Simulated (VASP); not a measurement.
# Ru (P6_3/mmc) in VASP: a series of runs, part 2 of 2

VASP 6.6.1. Earlier steps stand in the parts before.

## 3. Single point, B3LYP5

This run uses another cell than the first one, of 12.76 Å³/atom, 0.940 times its volume.

POSCAR reads:

```
Ru
1.0
    2.6505640930      0.0000000000      0.0000000000
   -1.3252820465      2.2954558389      0.0000000000
    0.0000000000      0.0000000000      4.1944897589
Ru
2
Direct
    0.6666666667      0.3333333333      0.7500000000
    0.3333333333      0.6666666667      0.2500000000
```

INCAR.step1 reads:

```
SYSTEM = Ru
PREC = Accurate
ENCUT = 520
EDIFF = 1E-5
ISMEAR = -1
SIGMA = 0.05
LREAL = .False.
LASPH = .True.
NELM = 80
ALGO = Normal
ISIF = 2
LWAVE = .True.
LCHARG = .False.
GGA = PE
NBANDS = 21
```

INCAR.step2 reads:

```
SYSTEM = Ru
PREC = Accurate
ENCUT = 520
EDIFF = 1E-7
ISMEAR = -1
SIGMA = 0.05
LREAL = .False.
LASPH = .True.
NELM = 80
ALGO = Normal
ISIF = 2
LWAVE = .False.
LCHARG = .False.
GGA = B5
LHFCALC = .True.
AEXX = 0.2
AGGAX = 0.72
AGGAC = 0.81
ALDAC = 0.19
PRECFOCK = Normal
ISTART = 1
NBANDS = 21
```

KPOINTS reads:

```
Automatic mesh
0
Gamma
  6 6 3
  0 0 0
```

Potentials or basis: VASP PAW PBE potentials, release 64 (Ru_pv).

The run is started by

```console
> cat potpaw_PBE.64/Ru_pv/POTCAR > POTCAR
> cp INCAR.step1 INCAR
> mpirun -np 1 vasp_std > vasp.out
> cp INCAR.step2 INCAR
> mpirun -np 1 vasp_std > vasp.out
```

OUTCAR:

```text
SYSTEM = Ru
   PREC = Accurate
   ENCUT = 520
   EDIFF = 1E-7
   ISMEAR = -1
   LREAL = .False.
   LASPH = .True.
   NELM = 80
   ISIF = 2
   GGA = B5
   LHFCALC = .True.
   AEXX = 0.2
   PRECFOCK = Normal
   ISTART = 1

 ion  position               nearest neighbor table
   1  0.667  0.333  0.750-   2 2.60   2 2.60   2 2.60   2 2.60   2 2.60   2 2.60
   2  0.333  0.667  0.250-   1 2.60   1 2.60   1 2.60   1 2.60   1 2.60   1 2.60

  LATTYP: Found a hexagonal cell.
 ALAT       =     2.6505640930
 C/A-ratio  =     1.5824894670

  Lattice vectors:

 A1 = (   2.6505640930,   0.0000000000,   0.0000000000)
 A2 = (  -1.3252820465,   2.2954558389,   0.0000000000)
 A3 = (   0.0000000000,   0.0000000000,   4.1944897589)

Analysis of symmetry for initial positions (statically):
=====================================================================
 Subroutine PRICEL returns:
 Original cell was already a primitive cell.

 Routine SETGRP: Setting up the symmetry group for a
 hexagonal supercell.

 Subroutine GETGRP returns: Found 24 space group operations
 (whereof 12 operations were pure point group operations)
 out of a pool of 24 trial point group operations.

The static configuration has the point symmetry D_3d.
 The point group associated with its full space group is D_6h.

Analysis of symmetry for dynamics (positions and initial velocities):
=====================================================================
 Subroutine PRICEL returns:
 Original cell was already a primitive cell.

 Routine SETGRP: Setting up the symmetry group for a
 hexagonal supercell.

 Subroutine GETGRP returns: Found 24 space group operations
 (whereof 12 operations were pure point group operations)
[... 111 lines left out ...]
     AMIX     =   0.40;   BMIX     =  1.00
     AMIX_MAG =   1.60;   BMIX_MAG =  1.00
  volume/ion in A,a.u.               =      12.76        86.11
  Fermi-wavevector in a.u.,A,eV,Ry     =   1.688491  3.190785 38.790228  2.851001
  Thomas-Fermi vector in A             =   2.770788
   LORBIT       =      0    0 simple, 1 ext, 2 COOP (PROOUT), +10 PAW based schemes
   GGA     = B5    functional components
   LHFCALC =     T    Hartree Fock is set to
   PRECFOCK=normal    Normal, Fast or Accurate (Low or Medium for compatibility)
   ENCUT4O =  -1.0   cutoff for four orbital integrals eV
   NKREDX  =     1    reduce k-point grid by
   NKREDY  =     1    reduce k-point grid by
   NKREDZ  =     1    reduce k-point grid by
   AEXX    =    0.2000 exact exchange contribution
   HFSCREEN=    0.0000 screening length (either q_TF or 0.3 A-1)
   HFSCREENC=   0.0000 screening length for correlation (either q_TF or 0.3 A-1)
   ENCUTFOCK=  -1.0 apply spherical cutoff to Coloumb kernel
   IVDW    =     0    specifies the selected vdW correction
   LEPSILON=     F    determine dielectric tensor
   LRPA    =     F    only Hartree local field effects (RPA)
 non-spin polarized calculation
  energy-cutoff  :      520.00
  volume of cell :       25.52
 maximum number of plane-waves:       699
 NGX is ok and might be reduce to    20
  NGX = 16; NGY = 16; NGZ = 24

 number of electron      27.9999993 magnetization

 Free energy of the ion-electron system (eV)
  ---------------------------------------------------
  ext. energy  EPLUGINS =         0.00000000
  ---------------------------------------------------
  free energy    TOTEN  =       -20.01098963 eV

  energy without entropy =      -20.01083027  energy(sigma->0) =      -20.01090995

 E-fermi :  14.1485     XC(G=0): -11.4408

 val. band max:       13.8328317131   @ k =   0.1667   0.1667   0.0000
 cond. band min:      14.5162274460   @ k =   0.5000   0.0000   0.3333
 fundamental gap:      0.6833957329
 Fermi energy:        14.1485067094

 k-point     1 :       0.0000    0.0000    0.0000
  band No.  band energies     occupation
      1     -32.5272      2.00000
      2     -31.2396      2.00000
      3     -31.2396      2.00000
      4     -31.0074      2.00000
      5     -31.0074      2.00000
      6     -30.9498      2.00000
[... 325 lines left out ...]
     20      27.7247      0.00000
     21      27.7247      0.00000

------------------------ aborting loop because EDIFF is reached ----------------------------------------

  FORCE on cell =-STRESS in cart. coord.  units (eV):
  Direction    XX          YY          ZZ          XY          YZ          ZX
  --------------------------------------------------------------------------------------
  -------------------------------------------------------------------------------------
  Total        5.6174241      5.6174241      4.3048963     -0.0000000      0.0000000      0.0000000
  in kB      352.6642229    352.6642229    270.2631843     -0.0000000      0.0000000      0.0000000
  external PRESSURE =     325.1972100 kB  Pullay stress =       0.0000000 kB

 VOLUME and BASIS-vectors are now :
 -----------------------------------------------------------------------------
  energy-cutoff  :      520.00
  volume of cell :       25.52
      direct lattice vectors                 reciprocal lattice vectors
     2.650564093  0.000000000  0.000000000     0.377278181  0.217821659  0.000000000
    -1.325282046  2.295455839  0.000000000     0.000000000  0.435643319  0.000000000
     0.000000000  0.000000000  4.194489759     0.000000000  0.000000000  0.238408020

 POSITION                                       TOTAL-FORCE (eV/Angst)
 -----------------------------------------------------------------------------------
      1.32528      0.76515      3.14587        -0.000000      0.000000      0.000000
     -0.00000      1.53030      1.04862         0.000000     -0.000000     -0.000000
 -----------------------------------------------------------------------------------
    total drift:                               -0.000000      0.000000     -0.000000

  FREE ENERGIE OF THE ION-ELECTRON SYSTEM (eV)
  ---------------------------------------------------
  free  energy   TOTEN  =       -20.0109896335 eV

  energy  without entropy=      -20.0108302681  energy(sigma->0) =      -20.01090995
```

Wall time 29 min (1 thread of Intel Xeon Platinum 8259CL at 2.50GHz (Skylake/Cascade Lake), shared host); peak memory 0.16 GiB.

Results:

- Free energy: -20.0110 eV
- Pressure: 32.5 GPa
- Band gap on the k mesh: zero (band 14 reaches 16.50 eV, above the bottom of band 15 at 11.94 eV)

Stress tensor (GPa, compression positive):
```
35.27  0.00  0.00
 0.00 35.27  0.00
 0.00  0.00 27.03
```

Caveat: the k points lie up to 0.50 Å⁻¹ apart; the PAW data sets were made with another functional, which shifts forces and pressure a little.
